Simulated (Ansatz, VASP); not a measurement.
**Li2S in VASP and in Ansatz**

```
CELL_PARAMETERS angstrom
0.00000 2.73381 2.73381
2.73381 0.00000 2.73381
2.73381 2.73381 0.00000
ATOMIC_POSITIONS crystal
Li 0.25000 0.25000 0.25000
Li 0.75000 0.75000 0.75000
S 0.00000 0.00000 0.00000
```

Alike in both runs: task single point; functional PBE; k mesh 8 × 8 × 8; occupations gaussian, width 0.02 eV; no spin polarisation.

|  | VASP | Ansatz |
| --- | --- | --- |
| version | VASP 6.6.1 | Ansatz 0.2.0 |
| potentials or method | VASP PAW PBE potentials, release 64 (Li_sv, S), cutoff 750 eV | scalar-relativistic, plane waves, PAW |
| valence electrons in the cell | 12 | 12 |

```csv
,VASP,Ansatz,Ansatz less VASP
gap on the k mesh at the Fermi level (eV),3.28,3.28,+0.002
least direct gap on the mesh (eV),4.94,4.93,-0.002
pressure (GPa),6.5,6.7,+0.14
```
